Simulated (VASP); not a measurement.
Write the native input for VASP 6.6.1 that does the following.

| Item | Value |
| --- | --- |
| Task | single point |
| Functional | revPBE |
| Potentials or basis | VASP PAW PBE potentials, release 64 (Mg) |
| Cutoff | 600 eV |
| k mesh | 8 × 8 × 11 |
| Occupations | fermi-dirac, width 0.1 eV |
| Spin | no spin polarisation |
| Dipole correction | no |
| Further INCAR settings | ALGO = Normal; EDIFF = 1e-06; NBANDS = 10 |

The structure of Mg lies in POSCAR:

```
Mg
1.0
    5.2181446669      0.0000000000      0.0000000000
   -2.6090723335      4.5190458422      0.0000000000
    0.0000000000      0.0000000000      3.1651704466
Mg
3
Direct
    1.0000000000      1.0000000000      0.0000000000
    0.3333333333      0.6666666667      0.5000000000
    0.6666666667      0.3333333333      0.5000000000
```

This cell differs from its parent crystal: volume scaled by 1.04.

The input as run:

INCAR

```
SYSTEM = Mg
  PREC = Accurate
  ENCUT = 600
  EDIFF = 1E-6
  ISMEAR = -1
  SIGMA = 0.1
  LREAL = .False.
  LASPH = .True.
  NELM = 120
  ALGO = Normal
  ISIF = 2
  LWAVE = .False.
  LCHARG = .False.
  GGA = RE
  NBANDS = 10
  GGA_COMPAT = .False.
```

KPOINTS

```
Automatic mesh
0
Gamma
  8 8 11
  0 0 0
```

Potentials or basis: VASP PAW PBE potentials, release 64 (Mg).

Run with:

```sh
$ cat potpaw_PBE.64/Mg/POTCAR > POTCAR
$ mpirun -np 1 vasp_std > vasp.out
```

It gave:

The pressure is -1.4 GPa and the band gap on the k mesh is zero (band 3 reaches 5.35 eV, above the bottom of band 4 at 1.38 eV).

Caveat: the PAW data sets were made with another functional, which shifts forces and pressure a little.

Run time: 50 s on 1 thread of Intel(R) Xeon(R) Platinum 8375C CPU @ 2.90GHz (Ice Lake), with other jobs on the host, peak memory 0.22 GiB.
